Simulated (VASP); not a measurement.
Crystal: LiH.

```xyz
2
Lattice="0.0000 2.0231 2.0231 2.0231 0.0000 2.0231 2.0231 2.0231 0.0000" Properties=species:S:1:pos:R:3 pbc="T T T"
Li    0.0000    0.0000    0.0000
H     2.0231    2.0231    2.0231
```

This cell differs from its parent crystal: volume scaled by 0.98.

Base run:

| Item | Value |
| --- | --- |
| Program | VASP 6.6.1 |
| Functional | PBE |
| Potentials or basis | VASP PAW PBE potentials, release 64 (Li_sv, H) |
| Cutoff | 520 eV |
| k mesh | 11 × 11 × 11 |
| Occupations | fermi-dirac, width 0.05 eV |
| Spin | no spin polarisation |

Its results: band gap on the k mesh 3.19 eV, direct.

Question: After a change of settings the same cell gave: band gap on the k mesh 3.70 eV, direct. Which change was it?
A. functional from PBE to PBE exchange alone; occupations from fermi-dirac, width 0.05 eV to gaussian, width 0.01 eV
B. functional from PBE to HSE06; k mesh from 11 × 11 × 11 to 6 × 6 × 6
C. functional from PBE to PBEsol
D. functional from PBE to LDA; potentials or basis from VASP PAW PBE potentials, release 64 (Li_sv, H) to VASP PAW LDA potentials, release 64 (Li_sv, H)

Answer: A.
